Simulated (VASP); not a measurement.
# ZnPb2N2 (P-3m1) in VASP: single point with PBE

Aim: the single point of ZnPb2N2 with PBE.

Everything below comes from runs of VASP 6.6.1. Logs are shortened: lines on timing, memory, paths and dates and some standing lists are left out, and cuts for length are marked.

## (1) The cell of the first run

The structure is trigonal, space group P-3m1 (No. 164). Conventional cell: a = 3.674 Å, b = 3.674 Å, c = 9.267 Å, α = 90.00°, β = 90.00°, γ = 120.00°. Zn (site symmetry -3m) has 2 N at 1.84 Å within 2.4 Å. Within 3.1 Å of Pb (site symmetry 3m) lie 3 N at 2.37 Å. Within 2.4 Å of N (site symmetry 3m) lie 1 Zn at 1.84 Å and 3 Pb at 2.37 Å.

## (2) Single point, PBE

Input file INCAR:

```
SYSTEM = ZnPb2N2
ALGO = Normal
EDIFF = 1E-6
ENCUT = 520
GGA = PE
ISIF = 2
ISMEAR = 0
LASPH = .TRUE.
LCHARG = .FALSE.
LREAL = .FALSE.
LWAVE = .FALSE.
NBANDS = 33
NELM = 80
PREC = Accurate
SIGMA = 0.01
```

Input file KPOINTS:

```
k-points
0
G
  6 6 2
  0 0 0
```

Input file POSCAR:

```
ZnPb2N2
1.0
    3.6736464900      0.0000000000      0.0000000000
   -1.8368232500      3.1814711900      0.0000000000
    0.0000000000      0.0000000000      9.2671568100
Zn Pb N
1 2 2
Direct
    0.0000000000      0.0000000000      0.5000000000
    0.6666666667      0.3333333333      0.1869330000
    0.3333333333      0.6666666667      0.8130670000
    0.0000000000      0.0000000000      0.6983190000
    0.0000000000      0.0000000000      0.3016810000
```

Potentials or basis: VASP PAW PBE potentials, release 64 (Zn, Pb_d, N).

Command:

```console
$ cat potpaw_PBE.64/Zn/POTCAR potpaw_PBE.64/Pb_d/POTCAR potpaw_PBE.64/N/POTCAR > POTCAR
$ mpirun -np 1 vasp_std > vasp.out
```

OUTCAR:

```text
SYSTEM = ZnPb2N2
   EDIFF = 1E-6
   ENCUT = 520
   GGA = PE
   ISIF = 2
   ISMEAR = 0
   LASPH = .TRUE.
   LREAL = .FALSE.
   NELM = 80
   PREC = Accurate

 ion  position               nearest neighbor table
   1  0.000  0.000  0.500-   4 1.84   5 1.84   2 3.59   3 3.59   3 3.59   2 3.59   2 3.59   3 3.59

   2  0.667  0.333  0.187-   5 2.37   5 2.37   5 2.37   1 3.59   1 3.59   1 3.59   3 4.06   3 4.06
                             3 4.06
   3  0.333  0.667  0.813-   4 2.37   4 2.37   4 2.37   1 3.59   1 3.59   1 3.59   2 4.06   2 4.06
                             2 4.06
   4  0.000  0.000  0.698-   1 1.84   3 2.37   3 2.37   3 2.37
   5  0.000  0.000  0.302-   1 1.84   2 2.37   2 2.37   2 2.37

  LATTYP: Found a hexagonal cell.
 ALAT       =     3.6736464900
 C/A-ratio  =     2.5226044028

  Lattice vectors:

 A1 = (   3.6736464900,   0.0000000000,   0.0000000000)
 A2 = (  -1.8368232500,   3.1814711900,   0.0000000000)
 A3 = (   0.0000000000,   0.0000000000,   9.2671568100)

Analysis of symmetry for initial positions (statically):
=====================================================================
 Subroutine PRICEL returns:
 Original cell was already a primitive cell.

 Routine SETGRP: Setting up the symmetry group for a
 hexagonal supercell.

 Subroutine GETGRP returns: Found 12 space group operations
 (whereof 12 operations were pure point group operations)
 out of a pool of 24 trial point group operations.

The static configuration has the point symmetry D_3d.

Analysis of symmetry for dynamics (positions and initial velocities):
=====================================================================
 Subroutine PRICEL returns:
 Original cell was already a primitive cell.

 Routine SETGRP: Setting up the symmetry group for a
 hexagonal supercell.

 Subroutine GETGRP returns: Found 12 space group operations
 (whereof 12 operations were pure point group operations)
 out of a pool of 24 trial point group operations.

The dynamic configuration has the point symmetry D_3d.

 Subroutine INISYM returns: Found 12 space group operations
 (whereof 12 operations are pure point group operations),
 and found     1 'primitive' translations

----------------------------------------------------------------------------------------

                                     Primitive cell

  volume of cell :     108.3108

  direct lattice vectors                    reciprocal lattice vectors
     3.673646490  0.000000000  0.000000000     0.272209099  0.157159997  0.000000000
    -1.836823250  3.181471190  0.000000000     0.000000000  0.314319992  0.000000000
     0.000000000  0.000000000  9.267156810     0.000000000  0.000000000  0.107907961

  length of vectors
     3.673646490  3.673646497  9.267156810     0.314319993  0.314319992  0.107907961

  position of ions in fractional coordinates (direct lattice)
     0.000000000  0.000000000  0.500000000
     0.666666667  0.333333333  0.186933000
     0.333333333  0.666666667  0.813067000
     0.000000000  0.000000000  0.698319000
     0.000000000  0.000000000  0.301681000

  ion indices of the primitive-cell ions
   primitive index   ion index
                 1           1
                 2           2
                 3           3
                 4           4
                 5           5

----------------------------------------------------------------------------------------

 KPOINTS: k-points

Automatic generation of k-mesh.
 Grid dimensions read from file:
 generate k-points for:    6    6    2

 Generating k-lattice:

  Cartesian coordinates                     Fractional coordinates (reciprocal lattice)
     0.045368183  0.026193333  0.000000000     0.166666667  0.000000000  0.000000000
     0.000000000  0.052386665  0.000000000     0.000000000  0.166666667  0.000000000
     0.000000000  0.000000000  0.053953981     0.000000000  0.000000000  0.500000000

  Length of vectors
     0.052386665  0.052386665  0.053953981

  Shift w.r.t. Gamma in fractional coordinates (k-lattice)
     0.000000000  0.000000000  0.000000000

 Subroutine IBZKPT returns following result:
 ===========================================

 Found     14 irreducible k-points:

 Following reciprocal coordinates:
            Coordinates               Weight
  0.000000  0.000000  0.000000      1.000000
  0.166667  0.000000  0.000000      6.000000
  0.333333 -0.000000  0.000000      6.000000
  0.500000  0.000000  0.000000      3.000000
  0.166667  0.166667  0.000000      6.000000
  0.333333  0.166667  0.000000     12.000000
  0.333333  0.333333  0.000000      2.000000
  0.000000  0.000000  0.500000      1.000000
  0.166667  0.000000  0.500000      6.000000
  0.333333 -0.000000  0.500000      6.000000
  0.500000  0.000000  0.500000      3.000000
  0.166667  0.166667  0.500000      6.000000
  0.333333  0.166667  0.500000     12.000000
  0.333333  0.333333  0.500000      2.000000
   k-points           NKPTS =     14   k-points in BZ     NKDIM =     14   number of bands    NBANDS=     33
   number of dos      NEDOS =    301   number of ions     NIONS =      5
   total plane-waves  NPLWV =  54880
   dimension x,y,z NGX =    28 NGY =   28 NGZ =   70
   dimension x,y,z NGXF=    56 NGYF=   56 NGZF=  140
   ions per type =               1   2   2
   NGX,Y,Z   is equivalent  to a cutoff of  12.67, 12.67, 12.56 a.u.
   NGXF,Y,Z  is equivalent  to a cutoff of  25.34, 25.34, 25.11 a.u.
 SYSTEM =  ZnPb2N2
   PREC   = accura    normal or accurate (medium, high low for compatibility)
   ISTART =      0    job   : 0-new  1-cont  2-samecut
   ICHARG =      2    charge: 1-file 2-atom 10-const
   ISPIN  =      1    spin polarized calculation?
   LNONCOLLINEAR =      F non collinear calculations
   LSORBIT =      F    spin-orbit coupling
   LASPH  =      T    aspherical Exc in radial PAW
   ENCUT  =  520.0 eV  38.22 Ry    6.18 a.u.   6.83  6.83 17.23*2*pi/ulx,y,z
   NELM   =     80;   NELMIN=  2; NELMDL= -5     # of ELM steps
   EDIFF  = 0.1E-05   stopping-criterion for ELM
   LREAL  =      F    real-space projection
   EDIFFG = 0.1E-04   stopping-criterion for IOM
   NSW    =      0    number of steps for IOM
   IBRION =     -1    ionic relax: 0-MD 1-quasi-New 2-CG
   NFREE  =      0    steps in history (QN), initial steepest desc. (CG)
   ISIF   =      2    stress and relaxation
   ISYM   =      2    0-nonsym 1-usesym 2-fastsym
   POTIM  = 0.5000    time-step for ionic-motion
   TEBEG  =    0.0;   TEEND  =   0.0 temperature during run
   PSTRESS=    0.0 pullay stress
   NELECT =      50.0000    total number of electrons
   NUPDOWN=      -1.0000    fix difference up-down
   EMIN   =  10.00;   EMAX   =-10.00  energy-range for DOS
   EFERMI =   0.00;   METHOD = LEGACY
   ISMEAR =     0;   SIGMA  =   0.01  broadening in eV -4-tet -1-fermi 0-gaus
   EFERMI_NEDOS =   21; number of points for ismear=-14 and -15
   IALGO  =     38    algorithm
   IMIX   =      4    mixing-type and parameters
     AMIX     =   0.40;   BMIX     =  1.00
     AMIX_MAG =   1.60;   BMIX_MAG =  1.00
  volume/ion in A,a.u.               =      21.66       146.18
  Fermi-wavevector in a.u.,A,eV,Ry     =   1.265244  2.390964 21.780775  1.600842
  Thomas-Fermi vector in A             =   2.398507
   LORBIT       =      0    0 simple, 1 ext, 2 COOP (PROOUT), +10 PAW based schemes
   GGA     = PE    functional components
   LHFCALC =     F    Hartree Fock is set to
   AEXX    =    0.0000 exact exchange contribution
   IVDW    =     0    specifies the selected vdW correction
   LEPSILON=     F    determine dielectric tensor
   LRPA    =     F    only Hartree local field effects (RPA)
 non-spin polarized calculation
 Gauss-broadening in eV      SIGMA  =   0.01
  energy-cutoff  :      520.00
  volume of cell :      108.31
 maximum number of plane-waves:      2937
 NGX is ok and might be reduce to    28
   NGX = 13   NGY = 13   NGZ = 35

 number of electron      49.9999997 magnetization

 Free energy of the ion-electron system (eV)
  ---------------------------------------------------
  ext. energy  EPLUGINS =         0.00000000
  ---------------------------------------------------
  free energy    TOTEN  =       -23.14279795 eV

  energy without entropy =      -23.14279795  energy(sigma->0) =      -23.14279795

 E-fermi :   4.0153     XC(G=0):  -9.5016

 val. band max:        3.9121358977   @ k =   0.1667   0.1667   0.0000
 cond. band min:       4.5765641662   @ k =   0.0000   0.0000   0.0000
 fundamental gap:      0.6644282685
 Fermi energy:         4.0153419539

 k-point     1 :       0.0000    0.0000    0.0000
  band No.  band energies     occupation
      1     -12.3436      2.00000
      2     -12.3376      2.00000
      3     -12.2976      2.00000
      4     -12.2976      2.00000
      5     -12.2940      2.00000
      6     -12.2940      2.00000
[... 25 lines left out ...]
     32      10.8069      0.00000
     33      13.5327      0.00000

 k-point     2 :       0.1667    0.0000    0.0000
  band No.  band energies     occupation
      1     -12.4289      2.00000
      2     -12.4138      2.00000
      3     -12.2621      2.00000
      4     -12.2565      2.00000
      5     -12.2532      2.00000
      6     -12.2496      2.00000
[... 25 lines left out ...]
     32      11.0208      0.00000
     33      11.8849      0.00000

 k-point     3 :       0.3333   -0.0000    0.0000
  band No.  band energies     occupation
      1     -12.5857      2.00000
      2     -12.5565      2.00000
      3     -12.2576      2.00000
      4     -12.2530      2.00000
      5     -12.2089      2.00000
      6     -12.1864      2.00000
[... 25 lines left out ...]
     32      10.3268      0.00000
     33      11.1610      0.00000

 k-point     4 :       0.5000    0.0000    0.0000
  band No.  band energies     occupation
      1     -12.6559      2.00000
      2     -12.6215      2.00000
      3     -12.2776      2.00000
      4     -12.2699      2.00000
      5     -12.2101      2.00000
      6     -12.1829      2.00000
[... 25 lines left out ...]
     32       9.9266      0.00000
     33      11.1600      0.00000

 k-point     5 :       0.1667    0.1667    0.0000
  band No.  band energies     occupation
      1     -12.5315      2.00000
      2     -12.5061      2.00000
      3     -12.2505      2.00000
      4     -12.2397      2.00000
      5     -12.2223      2.00000
      6     -12.2183      2.00000
[... 244 lines left out ...]
 k-point    12 :       0.1667    0.1667    0.5000
  band No.  band energies     occupation
      1     -12.5282      2.00000
      2     -12.5101      2.00000
      3     -12.2509      2.00000
      4     -12.2397      2.00000
      5     -12.2211      2.00000
      6     -12.2193      2.00000
[... 25 lines left out ...]
     32      10.4182      0.00000
     33      10.8931      0.00000

 k-point    13 :       0.3333    0.1667    0.5000
  band No.  band energies     occupation
      1     -12.6145      2.00000
      2     -12.5960      2.00000
      3     -12.2490      2.00000
      4     -12.2442      2.00000
      5     -12.2266      2.00000
      6     -12.2059      2.00000
[... 25 lines left out ...]
     32       9.4049      0.00000
     33      10.6913      0.00000

 k-point    14 :       0.3333    0.3333    0.5000
  band No.  band energies     occupation
      1     -12.6119      2.00000
      2     -12.5943      2.00000
      3     -12.2444      2.00000
      4     -12.2444      2.00000
      5     -12.1977      2.00000
      6     -12.1738      2.00000
[... 25 lines left out ...]
     32       9.9224      0.00000
     33       9.9224      0.00000

------------------------ aborting loop because EDIFF is reached ----------------------------------------

  FORCE on cell =-STRESS in cart. coord.  units (eV):
  Direction    XX          YY          ZZ          XY          YZ          ZX
  --------------------------------------------------------------------------------------
  -------------------------------------------------------------------------------------
  Total       -0.0642602     -0.0642602     -0.1793130      0.0000000      0.0000000     -0.0000000
  in kB       -0.9505631     -0.9505631     -2.6524701      0.0000000      0.0000000     -0.0000000
  external PRESSURE =      -1.5178655 kB  Pullay stress =       0.0000000 kB

 VOLUME and BASIS-vectors are now :
 -----------------------------------------------------------------------------
  energy-cutoff  :      520.00
  volume of cell :      108.31
      direct lattice vectors                 reciprocal lattice vectors
     3.673646490  0.000000000  0.000000000     0.272209099  0.157159997  0.000000000
    -1.836823250  3.181471190  0.000000000     0.000000000  0.314319992  0.000000000
     0.000000000  0.000000000  9.267156810     0.000000000  0.000000000  0.107907961

 POSITION                                       TOTAL-FORCE (eV/Angst)
 -----------------------------------------------------------------------------------
      0.00000      0.00000      4.63358         0.000000      0.000000     -0.000000
      1.83682      1.06049      1.73234         0.000000     -0.000000      0.016136
     -0.00000      2.12098      7.53482         0.000000      0.000000     -0.016136
      0.00000      0.00000      6.47143        -0.000000      0.000000     -0.008482
      0.00000      0.00000      2.79573         0.000000      0.000000      0.008482
 -----------------------------------------------------------------------------------
    total drift:                                0.000000      0.000000      0.000000

  FREE ENERGIE OF THE ION-ELECTRON SYSTEM (eV)
  ---------------------------------------------------
  free  energy   TOTEN  =       -23.1427979529 eV

  energy  without entropy=      -23.1427979529  energy(sigma->0) =      -23.14279795
```

Run time: 52 s. Hardware: 1 thread of Intel Xeon 6975P-C, shared host; peak memory 0.24 GiB.

What came out:

* Free energy: -23.1428 eV
* Pressure: -0.2 GPa
* Largest force: 0.016 eV/Å
* Band gap on the k mesh: 0.66 eV, indirect (least direct gap 1.37 eV)

Forces on the atoms (eV/Å):
```
Zn   0.000  0.000  0.000
Pb   0.000  0.000  0.016
Pb   0.000  0.000 -0.016
N    0.000  0.000 -0.008
N    0.000  0.000  0.008
```

Caveat: spin-orbit coupling is left out, which moves the levels of the heavy elements.
